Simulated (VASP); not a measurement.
Wanted: the native input for a VASP 6.6.1 run.

```
Task                   : single point
Functional             : PBEsol
Potentials or basis    : VASP PAW PBE potentials, release 64 (Ta_pv)
Cutoff                 : 520 eV
k mesh                 : 12 × 12 × 6
Occupations            : gaussian, width 0.15 eV
Spin                   : no spin polarisation
Dipole correction      : no
Further INCAR settings : ALGO = Fast; EDIFF = 1e-06; NBANDS = 54
```

The structure of Ta lies in POSCAR:

```
Ta
1.0
    5.0698631427      0.0000000000      0.0000000000
   -2.5349315714      4.2184486959      0.0000000000
    0.0000000000      0.0000000000      8.3683696052
Ta
8
Direct
    0.0000000000      0.3231711699      0.0000000000
    0.3231711699      0.0000000000      0.0000000000
    0.6768288301      0.6768288301      0.0000000000
    0.0000000000      0.6768288301      0.5000000000
    0.6768288301      0.0000000000      0.5000000000
    0.3231711699      0.3231711699      0.5000000000
    0.6666666667      0.3333333333      0.7500000000
    0.3333333333      0.6666666667      0.2500000000
```

This cell differs from its parent crystal: strain +0.0200 x Voigt [1, -1, 0, 0, 0, 0].

These files were run (other wordings do the same):

INCAR

```
SYSTEM = Ta
  PREC = Accurate
  ENCUT = 520
  EDIFF = 1E-6
  ISMEAR = 0
  SIGMA = 0.15
  LREAL = .False.
  LASPH = .True.
  NELM = 60
  ALGO = Fast
  ISIF = 2
  LWAVE = .False.
  LCHARG = .True.
  GGA = PS
  LELF = .True.
  LVHAR = .True.
  NBANDS = 54
```

KPOINTS

```
Automatic mesh
0
Gamma
  12 12 6
  0 0 0
```

Potentials or basis: VASP PAW PBE potentials, release 64 (Ta_pv).

Launch:

```bash
$ cat potpaw_PBE.64/Ta_pv/POTCAR > POTCAR
$ mpirun -np 1 vasp_std > vasp.out
```

Results of the run:

The pressure is 0.2 GPa. The largest force is 0.117 eV/Å and the band gap on the k mesh is zero (bands 44 and 45 overlap by 0.51 eV).

Caveat: the cell differs from its parent crystal (strain +0.0200 x Voigt [1, -1, 0, 0, 0, 0]); the PAW data sets were made with another functional, which shifts forces and pressure a little; spin-orbit coupling is left out, which moves the levels of the heavy elements.

Run time: 47 min on 1 thread of AMD EPYC 9755 128-Core Processor (shared host), peak memory 1.1 GiB.
